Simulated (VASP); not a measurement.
Write the native input for VASP 6.6.1 that does the following.

```yaml
Task: single point
Functional: PBEsol
Potentials_or_basis: VASP PAW PBE potentials, release 64 (Sn_d, O)
Cutoff: 520 eV
k_mesh: 6 × 6 × 6
Occupations: gaussian, width 0.05 eV
Spin: no spin polarisation
Dipole_correction: no
Further_INCAR_settings: ALGO = Normal; EDIFF = 1e-06; NBANDS = 64
```

The structure of SnO2 lies in POSCAR:

```
SnO2
1.0
    3.0615520284      1.7675878878      5.0499280191
   -3.0615520284      1.7675878878      5.0499280191
    0.0000000000     -3.5351757754      5.0499280191
Sn O
4 8
Direct
    0.8646807174      0.8646807174      0.8646807174
    0.3648245829      0.3648245829      0.8648190111
    0.3648245829      0.8648190111      0.3648245829
    0.8648190111      0.3648245829      0.3648245829
    0.1235003534      0.6233501671      0.6233501671
    0.6233501671      0.1235003534      0.6233501671
    0.6233501671      0.6233501671      0.1235003534
    0.6062113146      0.6062113146      0.6062113146
    0.1234715296      0.1234715296      0.1234715296
    0.1060883083      0.1060883083      0.6062369573
    0.1060883083      0.6062369573      0.1060883083
    0.6062369573      0.1060883083      0.1060883083
```

The input as run:

INCAR

```
SYSTEM = SnO2
PREC     = Accurate       ! precision mode
ENCUT    = 520            ! plane-wave cutoff, eV
EDIFF    = 1E-6           ! SCF threshold, eV
ISMEAR   = 0              ! smearing method
SIGMA    = 0.05           ! smearing width, eV
LREAL    = .FALSE.        ! projectors in reciprocal space
LASPH    = .TRUE.         ! aspherical terms in the spheres
NELM     = 60             ! most SCF steps
ALGO     = Normal         ! electronic algorithm
ISIF     = 2              ! what is computed and relaxed
LWAVE    = .FALSE.        ! write WAVECAR
LCHARG   = .FALSE.        ! write CHGCAR
GGA      = PS             ! functional
NBANDS   = 64             ! bands
```

KPOINTS

```
regular mesh
0
G
  6 6 6
  0 0 0
```

Potentials or basis: VASP PAW PBE potentials, release 64 (Sn_d, O).

Run with:

```console
$ cat potpaw_PBE.64/Sn_d/POTCAR potpaw_PBE.64/O/POTCAR > POTCAR
$ mpirun -np 1 vasp_std > vasp.out
```

Results of the run:

```json
{
 "Pressure": "5.5 GPa",
 "Largest force": "0.924 eV/Å",
 "Band gap on the k mesh": "2.63 eV"
}
```

Caveat: the cell stands under pressure; the PAW data sets were made with another functional, which shifts forces and pressure a little; spin-orbit coupling is left out, which moves the levels of the heavy elements.

Run time: 4 min on 1 thread of Intel(R) Xeon(R) 6975P-C (Granite Rapids) (shared host), peak memory 0.45 GiB.
